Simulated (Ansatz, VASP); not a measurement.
## One calculation of HfC, two programs

The input INCAR:

```
PREC     = Accurate       # precision mode
ENCUT    = 600            # plane-wave cutoff, eV
EDIFF    = 1E-6           # SCF threshold, eV
ISMEAR   = -5             # smearing method
SIGMA    = 0.05           # smearing width, eV
LREAL    = False          # projectors in reciprocal space
LASPH    = True           # aspherical terms in the spheres
NELM     = 150            # most SCF steps
ALGO     = Normal         # electronic algorithm
ISIF     = 3              # what is computed and relaxed
LWAVE    = False          # write WAVECAR
LCHARG   = False          # write CHGCAR
LMAXMIX  = 4              # l up to which the mixer works
LDAU     = True           # DFT+U
LDAUTYPE = 2            
LDAUL    = 2 -1           # shell
LDAUU    = 3 0            # U, eV
LDAUJ    = 0 0          
LDAUPRINT= 1            
GGA      = RP             # functional
IVDW     = 13             # dispersion correction
IBRION   = 2              # ionic algorithm
NSW      = 80             # ionic steps
EDIFFG   = -0.005         # ionic threshold
```

KPOINTS

```
regular mesh
0
Gamma
  10 10 10
```

The input POSCAR:

```
HfC
1.0
    0.0000000000      2.3250000000      2.3250000000
    2.3250000000      0.0000000000      2.3250000000
    2.3250000000      2.3250000000      0.0000000000
Hf C
1 1
Direct
    0.5000000000      0.5000000000      0.5000000000
    0.0000000000      0.0000000000      0.0000000000
```

input.yaml

```yaml
crystal:
  lattice:
    - [0.0, 2.325, 2.325]
    - [2.325, 0.0, 2.325]
    - [2.325, 2.325, 0.0]
  atoms:
    - { symbol: Hf, position: [0.5, 0.5, 0.5] }
    - { symbol: C, position: [0.0, 0.0, 0.0] }
kpoints:
  mp_grid: { grid: [10, 10, 10] }
scf:
  occupations: { method: tetrahedron }
hamiltonian:
  xc: rpbe
  dispersion: d4
  pseudopotentials: { kind: all_electron, lapw: { basis_error: 0.001 } }
  hubbard:
    sites: [{ species: Hf, l: d, u_eff: 3 }]
    double_counting: fll
    projectors: ortho-atomic
output:
  forces: true
  stress: true
  hubbard: {}
relax:
  f_tol: 0.005
  max_steps: 60
  cell: {}
```

Alike in both runs: task relaxation of cell and atoms; functional RPBE; dispersion D4; k mesh 10 × 10 × 10; occupations tetrahedron; no spin polarisation; Hubbard terms Hf d U = 3.0 eV.

```csv
,VASP,Ansatz
version,VASP 6.6.1,Ansatz 0.2.0
potentials or method,"VASP PAW PBE potentials, release 64 (Hf_pv, C), cutoff 600 eV","all-electron LAPW, scalar-relativistic"
```

```tsv
	VASP	Ansatz	Ansatz less VASP
gap on the k mesh at the Fermi level, each at its own relaxed structure (eV)	none	none	-
relaxed volume (Å³/atom)	12.94	12.68	-0.253
relaxed cell length with the largest relative difference (Å)	3.320	3.298	-0.0218
```

VASP's potentials were made for PBE, not for RPBE. The programs project onto different local orbitals, so the same U acts differently, and such runs can settle in different states. A gap of «none» marks a metal or a gap that the smearing closes. Ansatz ran all-electron here, and VASP with PAW potentials.

Spin-orbit coupling is off throughout. Noted on Ansatz's run: U is the effective U less J, on atomic orbitals that reach past the spheres.
